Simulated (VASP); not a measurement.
A run of VASP 6.6.1:

File INCAR:

```
SYSTEM = Ge
  PREC = Accurate
  ENCUT = 520
  EDIFF = 1E-6
  ISMEAR = 0
  SIGMA = 0.15
  LREAL = .False.
  LASPH = .True.
  NELM = 100
  ALGO = Fast
  ISIF = 2
  LWAVE = .False.
  LCHARG = .False.
  GGA = PE
  NBANDS = 66
```

The input KPOINTS:

```
regular mesh
0
Gamma
  15 15 4
  0 0 0
```

Contents of POSCAR:

```
Ge
1.0
    3.9876524960      0.0000000000      0.0000000000
   -1.9938262480      3.4534083630      0.0000000000
    0.0000000000      0.0000000000     13.8646689633
Ge
8
Direct
    0.0000000000      0.0000000000      0.4039628952
    0.0000000000      0.0000000000      0.5960371048
    0.0000000000      0.0000000000      0.9039628952
    0.0000000000      0.0000000000      0.0960371048
    0.3333333333      0.6666666667      0.3442031336
    0.6666666667      0.3333333333      0.6557968664
    0.6666666667      0.3333333333      0.8442031336
    0.3333333333      0.6666666667      0.1557968664
```

Potentials or basis: VASP PAW PBE potentials, release 64 (Ge_d).

Command:

```bash
$ cat potpaw_PBE.64/Ge_d/POTCAR > POTCAR
$ mpirun -np 1 vasp_std > vasp.out
```

Hardware: 1 thread of Oxide Virtual Turin-like Processor, on a shared host.

**Question.** Estimate the wall time of this run.

**Answer.** Run time: 35 min on 1 thread of Oxide Virtual Turin-like Processor, with other jobs on the host, peak memory 0.71 GiB. Counts: scf iterations 14, k points 81.
